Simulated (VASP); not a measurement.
Zn, 1 atom in the cell. Symmetry: Fm-3m, No. 225, cubic system. The conventional cell has a = 3.931 Å, b = 3.931 Å, c = 3.931 Å, α = 90.00°, β = 90.00°, γ = 90.00°. Within 3.7 Å of Zn (site symmetry m-3m) lie 12 Zn at 2.78 Å. 

* Program: VASP 6.6.1
* Task: single point
* Functional: PBE
* Potentials or basis: VASP PAW PBE potentials, release 64 (Zn)
* Cutoff: 520 eV
* k mesh: 23 × 23 × 23
* Occupations: fermi-dirac, width 0.1 eV
* Spin: no spin polarisation
* Dipole correction: no
* Further INCAR settings: ALGO = Normal; EDIFF = 1e-06; NBANDS = 12

Potentials or basis: VASP PAW PBE potentials, release 64 (Zn).

Run with:

```sh
$ cat potpaw_PBE.64/Zn/POTCAR > POTCAR
$ mpirun -np 1 vasp_std > vasp.out
```

Hardware: 1 thread of Intel(R) Xeon(R) Platinum 8559C (Emerald Rapids), with other jobs on the host.

Question: Estimate the wall time of this run.

Answer: Wall time 27 s on 1 thread of Intel(R) Xeon(R) Platinum 8559C (Emerald Rapids), with other jobs on the host, peak memory 0.18 GiB. Counts: scf iterations 10, k points 364.
